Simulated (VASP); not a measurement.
# CdF2 (Fm-3m) in VASP: notebook

CdF2 is run at these levels: PBEsol; tasks: single point, relaxation of cell and atoms.

Everything below comes from runs of VASP 6.6.1. Logs are shortened: lines on timing, memory, paths and dates and some standing lists are left out, and cuts for length are marked.

## 1. The cell of the first run

It takes space group Fm-3m (No. 225, cubic). Conventional cell: a = 5.071 Å, b = 5.071 Å, c = 5.071 Å, α = 90.00°, β = 90.00°, γ = 90.00°. Within 2.9 Å of Cd (site symmetry m-3m) lie 8 F at 2.20 Å. Within 2.9 Å of F (site symmetry -43m) lie 4 Cd at 2.20 Å and 6 F at 2.54 Å.

## 2. Single point, PBEsol

File INCAR:

```
ALGO = Normal
EDIFF = 1E-6
ENCUT = 600
GGA = PS
GGA_COMPAT = False
ISIF = 2
ISMEAR = -1
LASPH = True
LCHARG = False
LREAL = False
LWAVE = False
NBANDS = 20
NELM = 120
PREC = Accurate
SIGMA = 0.05
```

File KPOINTS:

```
k-points
0
Gamma
  9 9 9
```

File POSCAR:

```
CdF2
1.0
    0.0000000000      2.5356748498      2.5356748498
    2.5356748498      0.0000000000      2.5356748498
    2.5356748498      2.5356748498      0.0000000000
Cd F
1 2
Direct
    0.0000000000      0.0000000000      0.0000000000
    0.7500000000      0.7500000000      0.7500000000
    0.2500000000      0.2500000000      0.2500000000
```

Potentials or basis: VASP PAW PBE potentials, release 64 (Cd, F).

Command:

```
$ cat potpaw_PBE.64/Cd/POTCAR potpaw_PBE.64/F/POTCAR > POTCAR
$ mpirun -np 1 vasp_std > vasp.out
```

OUTCAR:

```text
EDIFF = 1E-6
   ENCUT = 600
   GGA = PS
   ISIF = 2
   ISMEAR = -1
   LASPH = True
   LREAL = False
   NELM = 120
   PREC = Accurate

 ion  position               nearest neighbor table
   1  0.000  0.000  0.000-   2 2.20   3 2.20   2 2.20   2 2.20   2 2.20   3 2.20   3 2.20   3 2.20

   2  0.750  0.750  0.750-   1 2.20   1 2.20   1 2.20   1 2.20
   3  0.250  0.250  0.250-   1 2.20   1 2.20   1 2.20   1 2.20

  LATTYP: Found a face centered cubic cell.
 ALAT       =     5.0713496996

  Lattice vectors:

 A1 = (   0.0000000000,   2.5356748498,   2.5356748498)
 A2 = (   2.5356748498,   0.0000000000,   2.5356748498)
 A3 = (   2.5356748498,   2.5356748498,   0.0000000000)

Analysis of symmetry for initial positions (statically):
=====================================================================
 Subroutine PRICEL returns:
 Original cell was already a primitive cell.

 Routine SETGRP: Setting up the symmetry group for a
 face centered cubic supercell.

 Subroutine GETGRP returns: Found 48 space group operations
 (whereof 48 operations were pure point group operations)
 out of a pool of 48 trial point group operations.

The static configuration has the point symmetry O_h .

Analysis of symmetry for dynamics (positions and initial velocities):
=====================================================================
 Subroutine PRICEL returns:
 Original cell was already a primitive cell.

 Routine SETGRP: Setting up the symmetry group for a
 face centered cubic supercell.

 Subroutine GETGRP returns: Found 48 space group operations
 (whereof 48 operations were pure point group operations)
 out of a pool of 48 trial point group operations.

The dynamic configuration has the point symmetry O_h .

 Subroutine INISYM returns: Found 48 space group operations
 (whereof 48 operations are pure point group operations),
 and found     1 'primitive' translations

----------------------------------------------------------------------------------------

                                     Primitive cell

  volume of cell :      32.6070

  direct lattice vectors                    reciprocal lattice vectors
     0.000000000  2.535674850  2.535674850    -0.197186165  0.197186165  0.197186165
     2.535674850  0.000000000  2.535674850     0.197186165 -0.197186165  0.197186165
     2.535674850  2.535674850  0.000000000     0.197186165  0.197186165 -0.197186165

  length of vectors
     3.585985762  3.585985762  3.585985762     0.341536457  0.341536457  0.341536457

  position of ions in fractional coordinates (direct lattice)
     0.000000000  0.000000000  0.000000000
     0.750000000  0.750000000  0.750000000
     0.250000000  0.250000000  0.250000000

  ion indices of the primitive-cell ions
   primitive index   ion index
                 1           1
                 2           2
                 3           3

----------------------------------------------------------------------------------------

 KPOINTS: k-points

Automatic generation of k-mesh.
 Grid dimensions read from file:
 generate k-points for:    9    9    9

 Generating k-lattice:

  Cartesian coordinates                     Fractional coordinates (reciprocal lattice)
    -0.021909574  0.021909574  0.021909574     0.111111111  0.000000000  0.000000000
     0.021909574 -0.021909574  0.021909574     0.000000000  0.111111111  0.000000000
     0.021909574  0.021909574 -0.021909574     0.000000000  0.000000000  0.111111111

  Length of vectors
     0.037948495  0.037948495  0.037948495

  Shift w.r.t. Gamma in fractional coordinates (k-lattice)
     0.000000000  0.000000000  0.000000000

 Subroutine IBZKPT returns following result:
 ===========================================

 Found     35 irreducible k-points:

 Following reciprocal coordinates:
            Coordinates               Weight
  0.000000  0.000000  0.000000      1.000000
  0.111111  0.000000  0.000000      8.000000
  0.222222  0.000000  0.000000      8.000000
  0.333333  0.000000  0.000000      8.000000
  0.444444  0.000000  0.000000      8.000000
  0.111111  0.111111  0.000000      6.000000
[... 16 lines left out ...]
 -0.333333  0.333333  0.000000     12.000000
  0.444444  0.444444  0.000000      6.000000
 [... further k-points ...]
   k-points           NKPTS =     35   k-points in BZ     NKDIM =     35   number of bands    NBANDS=     20
   number of dos      NEDOS =    301   number of ions     NIONS =      3
   total plane-waves  NPLWV =  27000
   dimension x,y,z NGX =    30 NGY =   30 NGZ =   30
   dimension x,y,z NGXF=    60 NGYF=   60 NGZF=   60
   ions per type =               1   2
   NGX,Y,Z   is equivalent  to a cutoff of  13.91, 13.91, 13.91 a.u.
   NGXF,Y,Z  is equivalent  to a cutoff of  27.82, 27.82, 27.82 a.u.
 SYSTEM =  unknown system
   PREC   = accura    normal or accurate (medium, high low for compatibility)
   ISTART =      0    job   : 0-new  1-cont  2-samecut
   ICHARG =      2    charge: 1-file 2-atom 10-const
   ISPIN  =      1    spin polarized calculation?
   LNONCOLLINEAR =      F non collinear calculations
   LSORBIT =      F    spin-orbit coupling
   LASPH  =      T    aspherical Exc in radial PAW
   ENCUT  =  600.0 eV  44.10 Ry    6.64 a.u.   7.16  7.16  7.16*2*pi/ulx,y,z
   NELM   =    120;   NELMIN=  2; NELMDL= -5     # of ELM steps
   EDIFF  = 0.1E-05   stopping-criterion for ELM
   LREAL  =      F    real-space projection
[... 7 lines left out ...]
   TEBEG  =    0.0;   TEEND  =   0.0 temperature during run
   PSTRESS=    0.0 pullay stress
   NELECT =      26.0000    total number of electrons
   NUPDOWN=      -1.0000    fix difference up-down
   EMIN   =  10.00;   EMAX   =-10.00  energy-range for DOS
   EFERMI =   0.00;   METHOD = LEGACY
   ISMEAR =    -1;   SIGMA  =   0.05  broadening in eV -4-tet -1-fermi 0-gaus
   EFERMI_NEDOS =   21; number of points for ismear=-14 and -15
   IALGO  =     38    algorithm
   IMIX   =      4    mixing-type and parameters
     AMIX     =   0.40;   BMIX     =  1.00
     AMIX_MAG =   1.60;   BMIX_MAG =  1.00
  volume/ion in A,a.u.               =      10.87        73.35
  Fermi-wavevector in a.u.,A,eV,Ry     =   1.518084  2.868762 31.355689  2.304578
  Thomas-Fermi vector in A             =   2.627252
   LORBIT       =      0    0 simple, 1 ext, 2 COOP (PROOUT), +10 PAW based schemes
   GGA     = PS    functional components
   LHFCALC =     F    Hartree Fock is set to
   AEXX    =    0.0000 exact exchange contribution
   IVDW    =     0    specifies the selected vdW correction
   LEPSILON=     F    determine dielectric tensor
   LRPA    =     F    only Hartree local field effects (RPA)
 non-spin polarized calculation
  energy-cutoff  :      600.00
  volume of cell :       32.61
 maximum number of plane-waves:      1113
 NGX is ok and might be reduce to    30
   NGX = 15   NGY = 15   NGZ = 15

 number of electron      25.9999988 magnetization

 Free energy of the ion-electron system (eV)
  ---------------------------------------------------
  ext. energy  EPLUGINS =         0.00000000
  ---------------------------------------------------
  free energy    TOTEN  =       -11.02175220 eV

  energy without entropy =      -11.02175220  energy(sigma->0) =      -11.02175220

 E-fermi :   1.2603     XC(G=0): -11.7577

 val. band max:        0.1355290373   @ k =  -0.3333   0.4444   0.2222
 cond. band min:       3.6951636380   @ k =   0.0000   0.0000   0.0000
 fundamental gap:      3.5596346007
 Fermi energy:         1.2602942256

 k-point     1 :       0.0000    0.0000    0.0000
  band No.  band energies     occupation
      1     -21.8101      2.00000
      2     -20.0412      2.00000
      3      -6.3835      2.00000
      4      -6.3835      2.00000
      5      -6.3835      2.00000
      6      -4.1635      2.00000
[... 12 lines left out ...]
     19      21.1098      0.00000
     20      21.1098      0.00000

 k-point     2 :       0.1111    0.0000    0.0000
  band No.  band energies     occupation
      1     -21.7476      2.00000
      2     -20.1022      2.00000
      3      -6.3123      2.00000
      4      -6.3123      2.00000
      5      -6.1837      2.00000
      6      -4.2049      2.00000
[... 12 lines left out ...]
     19      20.8264      0.00000
     20      20.8264      0.00000

 k-point     3 :       0.2222    0.0000    0.0000
  band No.  band energies     occupation
      1     -21.5741      2.00000
      2     -20.2666      2.00000
      3      -6.1320      2.00000
      4      -6.1320      2.00000
      5      -5.6285      2.00000
      6      -4.2693      2.00000
[... 12 lines left out ...]
     19      20.2671      0.00000
     20      21.4270      0.00000

 k-point     4 :       0.3333    0.0000    0.0000
  band No.  band energies     occupation
      1     -21.3282      2.00000
      2     -20.4943      2.00000
      3      -5.9403      2.00000
      4      -5.9403      2.00000
      5      -4.8322      2.00000
      6      -4.2328      2.00000
[... 12 lines left out ...]
     19      19.7596      0.00000
     20      21.1168      0.00000

 k-point     5 :       0.4444    0.0000    0.0000
  band No.  band energies     occupation
      1     -21.0619      2.00000
      2     -20.7442      2.00000
      3      -5.8371      2.00000
      4      -5.8371      2.00000
      5      -4.0826      2.00000
      6      -4.0826      2.00000
[... 12 lines left out ...]
     19      19.4330      0.00000
     20      20.4542      0.00000
[... 353 lines left out ...]
      6      -4.0735      2.00000
[... 12 lines left out ...]
     19      21.9103      0.00000
     20      22.0605      0.00000

 k-point    22 :      -0.4444    0.3333    0.0000
  band No.  band energies     occupation
      1     -20.9786      2.00000
      2     -20.7486      2.00000
      3      -6.0777      2.00000
      4      -5.0784      2.00000
      5      -4.8710      2.00000
      6      -4.3572      2.00000
[... 12 lines left out ...]
     19      21.9367      0.00000
     20      22.4572      0.00000

 k-point    23 :      -0.3333    0.3333    0.0000
  band No.  band energies     occupation
      1     -20.8912      2.00000
      2     -20.8487      2.00000
      3      -5.9341      2.00000
      4      -5.1204      2.00000
      5      -4.7737      2.00000
      6      -4.6553      2.00000
[... 12 lines left out ...]
     19      20.7217      0.00000
     20      23.1236      0.00000

 k-point    24 :       0.4444    0.4444    0.0000
  band No.  band energies     occupation
      1     -21.0672      2.00000
      2     -20.6489      2.00000
      3      -6.3595      2.00000
      4      -4.9066      2.00000
      5      -4.9066      2.00000
      6      -3.9670      2.00000
[... 12 lines left out ...]
     19      21.4071      0.00000
     20      22.0777      0.00000

 [... further k-points ...]
[... 5 lines left out ...]
  --------------------------------------------------------------------------------------
  -------------------------------------------------------------------------------------
  Total        6.5271436      6.5271436      6.5271436     -0.0000000     -0.0000000     -0.0000000
  in kB      320.7177996    320.7177996    320.7177996     -0.0000000     -0.0000000     -0.0000000
  external PRESSURE =     320.7177996 kB  Pullay stress =       0.0000000 kB

 VOLUME and BASIS-vectors are now :
 -----------------------------------------------------------------------------
  energy-cutoff  :      600.00
  volume of cell :       32.61
      direct lattice vectors                 reciprocal lattice vectors
     0.000000000  2.535674850  2.535674850    -0.197186165  0.197186165  0.197186165
     2.535674850  0.000000000  2.535674850     0.197186165 -0.197186165  0.197186165
     2.535674850  2.535674850  0.000000000     0.197186165  0.197186165 -0.197186165

 POSITION                                       TOTAL-FORCE (eV/Angst)
 -----------------------------------------------------------------------------------
      0.00000      0.00000      0.00000         0.000000      0.000000     -0.000000
      3.80351      3.80351      3.80351         0.000000      0.000000      0.000000
      1.26784      1.26784      1.26784        -0.000000     -0.000000     -0.000000
 -----------------------------------------------------------------------------------
    total drift:                                0.000000     -0.000000      0.000000

  FREE ENERGIE OF THE ION-ELECTRON SYSTEM (eV)
  ---------------------------------------------------
  free  energy   TOTEN  =       -11.0217521971 eV

  energy  without entropy=      -11.0217521971  energy(sigma->0) =      -11.02175220
```

Wall time 30 s (1 thread of AMD EPYC 7R13, shared host); peak memory 0.18 GiB.

Results:

- Free energy: -11.0218 eV
- Pressure: 32.1 GPa
- Band gap on the k mesh: 3.56 eV (least direct gap 3.73 eV)

Caveat: the cell stands under pressure; the PAW data sets were made with another functional, which shifts forces and pressure a little; an odd mesh through Γ misses points on the zone boundary, where band edges can lie.

## 3. Relaxation of cell and atoms, PBEsol, target pressure 30 GPa, at which the enthalpy is minimised

This run uses another cell than the first one, of 13.03 Å³/atom.

File INCAR:

```
PREC     = Accurate       # precision mode
ENCUT    = 600            # plane-wave cutoff, eV
EDIFF    = 1E-7           # SCF threshold, eV
ISMEAR   = -1             # smearing method
SIGMA    = 0.05           # smearing width, eV
LREAL    = False          # projectors in reciprocal space
LASPH    = True           # aspherical terms in the spheres
NELM     = 120            # most SCF steps
ALGO     = Normal         # electronic algorithm
ISIF     = 3              # what is computed and relaxed
LWAVE    = False          # write WAVECAR
LCHARG   = False          # write CHGCAR
GGA      = PS             # functional
IBRION   = 2              # ionic algorithm
NSW      = 60             # ionic steps
EDIFFG   = -0.01          # ionic threshold
PSTRESS  = 300.0        
GGA_COMPAT= False        
NELMIN   = 4
```

File KPOINTS:

```
Automatic mesh
0
Gamma
  9 9 9
```

File POSCAR:

```
CdF2
1.0
    0.0000000000      2.6940000000      2.6940000000
    2.6940000000      0.0000000000      2.6940000000
    2.6940000000      2.6940000000      0.0000000000
Cd F
1 2
Direct
    0.0000000000      0.0000000000      0.0000000000
    0.7500000000      0.7500000000      0.7500000000
    0.2500000000      0.2500000000      0.2500000000
```

Potentials or basis: VASP PAW PBE potentials, release 64 (Cd, F).

Command:

```
$ cat potpaw_PBE.64/Cd/POTCAR potpaw_PBE.64/F/POTCAR > POTCAR
$ mpirun -np 1 vasp_std > vasp.out
```

Run time: 2.2 min. Hardware: 1 thread of AMD EPYC 7R13, shared host; peak memory 0.19 GiB.

Results (log left out):

- Free energy: -11.0977 eV
- Relaxed volume: 10.96 Å³/atom
- Relaxed cell: a = 3.596 Å, b = 3.596 Å, c = 3.596 Å, α = 60.00°, β = 60.00°, γ = 60.00°
- Space group after relaxing (to 0.1 Å): Fm-3m (No. 225)
- Energy change on relaxing (the run minimises the enthalpy): +166.4 meV/atom
- Ionic steps: 7
- Pressure after relaxing: 30.0 GPa
- Band gap on the k mesh: 3.53 eV (least direct gap 3.72 eV)

Step by step:
```
step  energy change (eV)  largest force (eV/Å)  pressure (GPa)  volume (Å³)
   1              0.0000                0.0000            0.37        39.10
   2              2.7329                0.0000          103.35        26.99
   3              0.4537                0.0000           28.16        33.12
   4              0.4890                0.0000           29.59        32.93
   5              0.5108                0.0000           30.46        32.81
   6              0.4859                0.0000           29.46        32.94
   7              0.4992                0.0000           30.01        32.87
```

Final structure:
```
Cd F
1.0
     0.00000    2.54252    2.54252
     2.54252    0.00000    2.54252
     2.54252    2.54252    0.00000
Cd F
1 2
Direct
  0.00000 0.00000 0.00000
  0.75000 0.75000 0.75000
  0.25000 0.25000 0.25000
```

Levels at points of the mesh, in eV from the valence-band top:
| k point | band 10 | band 11 | band 12 | band 13 | band 14 | band 15 | band 16 | band 17 |
| --- | --- | --- | --- | --- | --- | --- | --- | --- |
| (0.00, 0.00, 0.00) | -1.51 | -0.19 | -0.19 | -0.19 | 3.53 | 13.24 | 13.24 | 13.24 |

Caveat: the cell is relaxed towards a set pressure, so the run minimises the enthalpy, not the energy; the volume moved by over 15 % at a fixed basis, so the end points are rough; the PAW data sets were made with another functional, which shifts forces and pressure a little; an odd mesh through Γ misses points on the zone boundary, where band edges can lie.
